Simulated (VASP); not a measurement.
# Na4Au (Im-3m) in VASP: a series of runs

The runs below take Na4Au through single point, relaxation of cell and atoms, with PBE.

Everything below comes from runs of VASP 6.6.1. Logs are shortened: lines on timing, memory, paths and dates and some standing lists are left out, and cuts for length are marked.

## (1) The cell of the first run

It takes space group Im-3m (No. 229, cubic). Conventional cell: a = 6.961 Å, b = 6.961 Å, c = 6.961 Å, α = 90.00°, β = 90.00°, γ = 90.00°. Within 4.0 Å of Na (site symmetry -3m) lie 2 Au at 3.01 Å and 6 Na at 3.48 Å. Within 4.0 Å of Au (site symmetry m-3m) lie 8 Na at 3.01 Å.

The cell was generated, and may not be a known phase.

## (2) Single point, PBE

INCAR reads:

```
SYSTEM = Na4Au
PREC = Accurate
ENCUT = 520
EDIFF = 1E-7
ISMEAR = 0
SIGMA = 0.1
LREAL = .False.
LASPH = .True.
NELM = 60
ALGO = Normal
ISIF = 2
LWAVE = .False.
LCHARG = .False.
GGA = PE
NBANDS = 28
```

KPOINTS reads:

```
regular mesh
0
Gamma
  4 4 4
  0 0 0
```

POSCAR reads:

```
Na4Au
1.0
   -3.4807443000      3.4807443000      3.4807443000
    3.4807443000     -3.4807443000      3.4807443000
    3.4807443000      3.4807443000     -3.4807443000
Na Au
4 1
Direct
    0.5000000000      0.5000000000      0.5000000000
    0.0000000000      0.0000000000      0.5000000000
    0.0000000000      0.5000000000      0.0000000000
    0.5000000000      0.0000000000      0.0000000000
    0.0000000000      0.0000000000      0.0000000000
```

Potentials or basis: VASP PAW PBE potentials, release 64 (Na_pv, Au).

The run is started by

```bash
cat potpaw_PBE.64/Na_pv/POTCAR potpaw_PBE.64/Au/POTCAR > POTCAR
mpirun -np 1 vasp_std > vasp.out
```

OUTCAR:

```text
SYSTEM = Na4Au
   PREC = Accurate
   ENCUT = 520
   EDIFF = 1E-7
   ISMEAR = 0
   LREAL = .False.
   LASPH = .True.
   NELM = 60
   ISIF = 2
   GGA = PE

 ion  position               nearest neighbor table
   1  0.500  0.500  0.500-   5 3.01   5 3.01
   2  0.000  0.000  0.500-   5 3.01   5 3.01
   3  0.000  0.500  0.000-   5 3.01   5 3.01
   4  0.500  0.000  0.000-   5 3.01   5 3.01
   5  0.000  0.000  0.000-   1 3.01   2 3.01   3 3.01   4 3.01   2 3.01   3 3.01   4 3.01   1 3.01

  LATTYP: Found a body centered cubic cell.
 ALAT       =     6.9614886000

  Lattice vectors:

 A1 = (  -3.4807443000,   3.4807443000,   3.4807443000)
 A2 = (   3.4807443000,  -3.4807443000,   3.4807443000)
 A3 = (   3.4807443000,   3.4807443000,  -3.4807443000)

Analysis of symmetry for initial positions (statically):
=====================================================================
 Subroutine PRICEL returns:
 Original cell was already a primitive cell.

 Routine SETGRP: Setting up the symmetry group for a
 body centered cubic supercell.

 Subroutine GETGRP returns: Found 48 space group operations
 (whereof 48 operations were pure point group operations)
 out of a pool of 48 trial point group operations.

The static configuration has the point symmetry O_h .

Analysis of symmetry for dynamics (positions and initial velocities):
=====================================================================
 Subroutine PRICEL returns:
 Original cell was already a primitive cell.

 Routine SETGRP: Setting up the symmetry group for a
 body centered cubic supercell.

 Subroutine GETGRP returns: Found 48 space group operations
 (whereof 48 operations were pure point group operations)
 out of a pool of 48 trial point group operations.

The dynamic configuration has the point symmetry O_h .

 Subroutine INISYM returns: Found 48 space group operations
 (whereof 48 operations are pure point group operations),
 and found     1 'primitive' translations

----------------------------------------------------------------------------------------

                                     Primitive cell

  volume of cell :     168.6850

  direct lattice vectors                    reciprocal lattice vectors
    -3.480744300  3.480744300  3.480744300     0.000000000  0.143647438  0.143647438
     3.480744300 -3.480744300  3.480744300     0.143647438  0.000000000  0.143647438
     3.480744300  3.480744300 -3.480744300     0.143647438  0.143647438  0.000000000

  length of vectors
     6.028825976  6.028825976  6.028825976     0.203148155  0.203148155  0.203148155

  position of ions in fractional coordinates (direct lattice)
     0.500000000  0.500000000  0.500000000
     0.000000000  0.000000000  0.500000000
     0.000000000  0.500000000  0.000000000
     0.500000000  0.000000000  0.000000000
     0.000000000  0.000000000  0.000000000

  ion indices of the primitive-cell ions
   primitive index   ion index
                 1           1
                 2           2
                 3           3
                 4           4
                 5           5

----------------------------------------------------------------------------------------

 KPOINTS: regular mesh

Automatic generation of k-mesh.
 Grid dimensions read from file:
 generate k-points for:    4    4    4

 Generating k-lattice:

  Cartesian coordinates                     Fractional coordinates (reciprocal lattice)
     0.000000000  0.035911859  0.035911859     0.250000000  0.000000000  0.000000000
     0.035911859  0.000000000  0.035911859     0.000000000  0.250000000  0.000000000
     0.035911859  0.035911859  0.000000000     0.000000000  0.000000000  0.250000000

  Length of vectors
     0.050787039  0.050787039  0.050787039

  Shift w.r.t. Gamma in fractional coordinates (k-lattice)
     0.000000000  0.000000000  0.000000000

 Subroutine IBZKPT returns following result:
 ===========================================

 Found      8 irreducible k-points:

 Following reciprocal coordinates:
            Coordinates               Weight
  0.000000  0.000000  0.000000      1.000000
  0.250000  0.000000  0.000000     12.000000
  0.500000  0.000000  0.000000      6.000000
  0.250000  0.250000  0.000000     24.000000
  0.250000  0.250000  0.250000      2.000000
 -0.250000  0.250000  0.250000      6.000000
  0.500000  0.500000  0.250000     12.000000
  0.500000  0.500000  0.500000      1.000000
   k-points           NKPTS =      8   k-points in BZ     NKDIM =      8   number of bands    NBANDS=     28
   number of dos      NEDOS =    301   number of ions     NIONS =      5
   total plane-waves  NPLWV = 110592
   dimension x,y,z NGX =    48 NGY =   48 NGZ =   48
   dimension x,y,z NGXF=    96 NGYF=   96 NGZF=   96
   ions per type =               4   1
   NGX,Y,Z   is equivalent  to a cutoff of  13.24, 13.24, 13.24 a.u.
   NGXF,Y,Z  is equivalent  to a cutoff of  26.47, 26.47, 26.47 a.u.
 SYSTEM =  Na4Au
   PREC   = accura    normal or accurate (medium, high low for compatibility)
   ISTART =      0    job   : 0-new  1-cont  2-samecut
   ICHARG =      2    charge: 1-file 2-atom 10-const
   ISPIN  =      1    spin polarized calculation?
   LNONCOLLINEAR =      F non collinear calculations
   LSORBIT =      F    spin-orbit coupling
   LASPH  =      T    aspherical Exc in radial PAW
   ENCUT  =  520.0 eV  38.22 Ry    6.18 a.u.  11.21 11.21 11.21*2*pi/ulx,y,z
   NELM   =     60;   NELMIN=  2; NELMDL= -5     # of ELM steps
   EDIFF  = 0.1E-06   stopping-criterion for ELM
   LREAL  =      F    real-space projection
   EDIFFG = 0.1E-05   stopping-criterion for IOM
   NSW    =      0    number of steps for IOM
   IBRION =     -1    ionic relax: 0-MD 1-quasi-New 2-CG
   NFREE  =      0    steps in history (QN), initial steepest desc. (CG)
   ISIF   =      2    stress and relaxation
   ISYM   =      2    0-nonsym 1-usesym 2-fastsym
   POTIM  = 0.5000    time-step for ionic-motion
   TEBEG  =    0.0;   TEEND  =   0.0 temperature during run
   PSTRESS=    0.0 pullay stress
   NELECT =      39.0000    total number of electrons
   NUPDOWN=      -1.0000    fix difference up-down
   EMIN   =  10.00;   EMAX   =-10.00  energy-range for DOS
   EFERMI =   0.00;   METHOD = LEGACY
   ISMEAR =     0;   SIGMA  =   0.10  broadening in eV -4-tet -1-fermi 0-gaus
   EFERMI_NEDOS =   21; number of points for ismear=-14 and -15
   IALGO  =     38    algorithm
   IMIX   =      4    mixing-type and parameters
     AMIX     =   0.40;   BMIX     =  1.00
     AMIX_MAG =   1.60;   BMIX_MAG =  1.00
  volume/ion in A,a.u.               =      33.74       227.67
  Fermi-wavevector in a.u.,A,eV,Ry     =   1.004780  1.898759 13.736204  1.009583
  Thomas-Fermi vector in A             =   2.137417
   LORBIT       =      0    0 simple, 1 ext, 2 COOP (PROOUT), +10 PAW based schemes
   GGA     = PE    functional components
   LHFCALC =     F    Hartree Fock is set to
   AEXX    =    0.0000 exact exchange contribution
   IVDW    =     0    specifies the selected vdW correction
   LEPSILON=     F    determine dielectric tensor
   LRPA    =     F    only Hartree local field effects (RPA)
 non-spin polarized calculation
 Gauss-broadening in eV      SIGMA  =   0.10
  energy-cutoff  :      520.00
  volume of cell :      168.68
 maximum number of plane-waves:      4562
 NGX is ok and might be reduce to    48
   NGX = 23   NGY = 23   NGZ = 23

 number of electron      39.0000019 magnetization

 Free energy of the ion-electron system (eV)
  ---------------------------------------------------
  ext. energy  EPLUGINS =         0.00000000
  ---------------------------------------------------
  free energy    TOTEN  =        -9.04036814 eV

  energy without entropy =       -9.03173094  energy(sigma->0) =       -9.03604954

 E-fermi :   0.8973     XC(G=0):  -7.0143

 val. band max:        0.7060167945   @ k =   0.5000   0.5000   0.5000
 cond. band min:       0.9447868730   @ k =   0.5000   0.5000   0.2500
 fundamental gap:      0.2387700785
 Fermi energy:         0.8972608153

 k-point     1 :       0.0000    0.0000    0.0000
  band No.  band energies     occupation
      1     -23.8092      2.00000
      2     -23.8092      2.00000
      3     -23.8092      2.00000
      4     -23.7929      2.00000
      5     -23.7929      2.00000
      6     -23.7929      2.00000
[... 20 lines left out ...]
     27       4.5535      0.00000
     28       5.3991      0.00000

 k-point     2 :       0.2500    0.0000    0.0000
  band No.  band energies     occupation
      1     -23.8072      2.00000
      2     -23.8070      2.00000
      3     -23.8031      2.00000
      4     -23.7930      2.00000
      5     -23.7926      2.00000
      6     -23.7884      2.00000
[... 20 lines left out ...]
     27       5.9347      0.00000
     28       6.5367      0.00000

 k-point     3 :       0.5000    0.0000    0.0000
  band No.  band energies     occupation
      1     -23.8051      2.00000
      2     -23.8048      2.00000
      3     -23.7930      2.00000
      4     -23.7922      2.00000
      5     -23.7890      2.00000
      6     -23.7883      2.00000
[... 20 lines left out ...]
     27       5.9431      0.00000
     28       7.3564      0.00000

 k-point     4 :       0.2500    0.2500    0.0000
  band No.  band energies     occupation
      1     -23.8054      2.00000
      2     -23.7984      2.00000
      3     -23.7982      2.00000
      4     -23.7981      2.00000
      5     -23.7848      2.00000
      6     -23.7846      2.00000
[... 20 lines left out ...]
     27       6.6178      0.00000
     28       6.9609      0.00000

 k-point     5 :       0.2500    0.2500    0.2500
  band No.  band energies     occupation
      1     -23.7913      2.00000
      2     -23.7913      2.00000
      3     -23.7913      2.00000
      4     -23.7902      2.00000
      5     -23.7902      2.00000
      6     -23.7902      2.00000
[... 20 lines left out ...]
     27       6.1344      0.00000
     28       6.1344      0.00000

 k-point     6 :      -0.2500    0.2500    0.2500
  band No.  band energies     occupation
      1     -23.8116      2.00000
      2     -23.8019      2.00000
      3     -23.8018      2.00000
      4     -23.8018      2.00000
      5     -23.7829      2.00000
      6     -23.7829      2.00000
[... 20 lines left out ...]
     27       6.0652      0.00000
     28       7.2025      0.00000

 k-point     7 :       0.5000    0.5000    0.2500
  band No.  band energies     occupation
      1     -23.8111      2.00000
      2     -23.8077      2.00000
      3     -23.7998      2.00000
      4     -23.7944      2.00000
      5     -23.7941      2.00000
      6     -23.7778      2.00000
[... 20 lines left out ...]
     27       7.4626      0.00000
     28       7.4982      0.00000

 k-point     8 :       0.5000    0.5000    0.5000
  band No.  band energies     occupation
      1     -23.8141      2.00000
      2     -23.8141      2.00000
      3     -23.7979      2.00000
      4     -23.7979      2.00000
      5     -23.7979      2.00000
      6     -23.7718      2.00000
[... 20 lines left out ...]
     27       7.1434      0.00000
     28       7.2569      0.00000

------------------------ aborting loop because EDIFF is reached ----------------------------------------

  FORCE on cell =-STRESS in cart. coord.  units (eV):
  Direction    XX          YY          ZZ          XY          YZ          ZX
  --------------------------------------------------------------------------------------
  -------------------------------------------------------------------------------------
  Total       -0.1025850     -0.1025850     -0.1025850      0.0000000      0.0000000      0.0000000
  in kB       -0.9743566     -0.9743566     -0.9743566      0.0000000      0.0000000      0.0000000
  external PRESSURE =      -0.9743566 kB  Pullay stress =       0.0000000 kB

 VOLUME and BASIS-vectors are now :
 -----------------------------------------------------------------------------
  energy-cutoff  :      520.00
  volume of cell :      168.68
      direct lattice vectors                 reciprocal lattice vectors
    -3.480744300  3.480744300  3.480744300     0.000000000  0.143647438  0.143647438
     3.480744300 -3.480744300  3.480744300     0.143647438  0.000000000  0.143647438
     3.480744300  3.480744300 -3.480744300     0.143647438  0.143647438  0.000000000

 POSITION                                       TOTAL-FORCE (eV/Angst)
 -----------------------------------------------------------------------------------
      1.74037      1.74037      1.74037        -0.000000      0.000000     -0.000000
      1.74037      1.74037     -1.74037        -0.000000     -0.000000     -0.000000
      1.74037     -1.74037      1.74037         0.000000     -0.000000      0.000000
     -1.74037      1.74037      1.74037        -0.000000     -0.000000     -0.000000
      0.00000      0.00000      0.00000         0.000000      0.000000      0.000000
 -----------------------------------------------------------------------------------
    total drift:                                0.000000      0.000000     -0.000000

  FREE ENERGIE OF THE ION-ELECTRON SYSTEM (eV)
  ---------------------------------------------------
  free  energy   TOTEN  =        -9.0403681412 eV

  energy  without entropy=       -9.0317309422  energy(sigma->0) =       -9.03604954
```

Run time: 83 s. Hardware: 1 thread of Oxide Virtual Turin-like, shared host; peak memory 0.28 GiB.

Results:

- Free energy: -9.0404 eV
- Pressure: -0.1 GPa
- Band gap on the k mesh: zero (an odd number of electrons rules out a gap without spin polarisation)

Caveat: spin-orbit coupling is left out, which moves the levels of the heavy elements.

(Continued in part 2 of 3.)

The gap in the log of VASP goes by the Fermi energy; the results here count the filled bands.